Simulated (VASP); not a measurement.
Wanted: the native input for a VASP 6.6.1 run.

| Property | Result |
| --- | --- |
| Task | single point |
| Functional | LDA |
| Potentials or basis | VASP PAW LDA potentials, release 64 (Sn_d, Zn, Cu, S) |
| Cutoff | 520 eV |
| k mesh | 7 × 7 × 7 |
| Occupations | fermi-dirac, width 0.05 eV |
| Spin | no spin polarisation |
| Dipole correction | no |
| Further INCAR settings | ALGO = Normal; EDIFF = 1e-06; NBANDS = 46 |

The structure of ZnCu2SnS4 lies in POSCAR:

```
ZnCu2SnS4
1.0
   -2.7171000000      2.7171000000      5.4248000000
    2.7171000000     -2.7171000000      5.4248000000
    2.7171000000      2.7171000000     -5.4248000000
Sn Zn Cu S
1 1 2 4
Direct
    0.5000000000      0.5000000000      0.0000000000
    0.2500000000      0.7500000000      0.5000000000
    0.7500000000      0.2500000000      0.5000000000
    0.0000000000      0.0000000000      0.0000000000
    0.6279900000      0.6283900000      0.5128000000
    0.8848100000      0.3720100000      0.0004000000
    0.1155900000      0.1151900000      0.4872000000
    0.3716100000      0.8844100000      0.9996000000
```

These files were run (other wordings do the same):

INCAR

```
SYSTEM = ZnCu2SnS4
PREC = Accurate
ENCUT = 520
EDIFF = 1E-6
ISMEAR = -1
SIGMA = 0.05
LREAL = .False.
LASPH = .True.
NELM = 60
ALGO = Normal
ISIF = 2
LWAVE = .False.
LCHARG = .False.
NBANDS = 46
```

KPOINTS

```
Automatic mesh
0
Gamma
  7 7 7
  0 0 0
```

Potentials or basis: VASP PAW LDA potentials, release 64 (Sn_d, Zn, Cu, S).

Run with:

```bash
$ cat potpaw_LDA.64/Sn_d/POTCAR potpaw_LDA.64/Zn/POTCAR potpaw_LDA.64/Cu/POTCAR potpaw_LDA.64/S/POTCAR > POTCAR
$ mpirun -np 1 vasp_std > vasp.out
```

It gave:

The pressure is -4.0 GPa. The largest force is 0.645 eV/Å and the band gap on the k mesh is 0.23 eV.

Caveat: the cell stands under tension; semilocal functionals underestimate gaps, and a narrow one can read as zero; spin-orbit coupling is left out, which moves the levels of the heavy elements.

Run time: 6.6 min on 1 thread of Intel(R) Xeon(R) 6975P-C (Granite Rapids), with other jobs on the host, peak memory 0.52 GiB.
